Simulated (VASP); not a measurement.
**Au: single point with r2SCAN**

The system is Au.

```
CELL_PARAMETERS angstrom
0.00000 1.98413 2.04550
1.98413 0.00000 2.04550
1.98413 1.98413 0.00000
ATOMIC_POSITIONS crystal
Au 0.00000 0.00000 0.00000
```

This cell differs from its parent crystal: strain -0.030 along x and y, +0.000 along z.

```json
{
 "Program": "VASP 6.6.1",
 "Task": "single point",
 "Functional": "r2SCAN",
 "Potentials or basis": "VASP PAW PBE potentials, release 64 (Au)",
 "Cutoff": "520 eV",
 "k mesh": "20 × 20 × 20",
 "Occupations": "gaussian, width 0.15 eV",
 "Spin": "no spin polarisation",
 "Dipole correction": "no",
 "Further INCAR settings": "ALGO = Normal; EDIFF = 1e-07; NBANDS = 12"
}
```

| Item | Value |
| --- | --- |
| Pressure | 17.5 GPa |
| Band gap on the k mesh | zero (an odd number of electrons rules out a gap without spin polarisation) |

Stress tensor (GPa, compression positive):
```
17.96  0.00  0.00
 0.00 17.96  0.00
 0.00  0.00 16.57
```

Levels at points of the mesh, in eV from the Fermi level:
```
           k point  band 2  band 3  band 4  band 5  band 6  band 7  band 8  band 9  band 10  band 11
(0.00, 0.00, 0.00)   -5.50   -5.19   -5.19   -3.78   -3.44   15.21   19.26   19.85    19.85    25.16
(0.50, 0.00, 0.00)   -5.50   -5.21   -2.30   -2.15   -1.11    3.49   14.66   18.07    18.72    26.40
(0.50, 0.50, 0.00)   -7.64   -2.28   -1.87   -1.87    0.63    5.97   11.07   11.07    19.06    21.72
(0.50, 0.00, 0.50)   -7.62   -2.30   -1.97   -1.71    1.18    6.76   10.46   10.54    18.57    21.22
```

Run time: 5.1 min on 1 thread of Intel Xeon 8259CL, on a shared host, peak memory 0.25 GiB.

Caveat: the cell differs from its parent crystal (strain -0.030 along x and y, +0.000 along z); the cell stands under pressure; the PAW data sets were made with another functional, which shifts forces and pressure a little; spin-orbit coupling is left out, which moves the levels of the heavy elements.
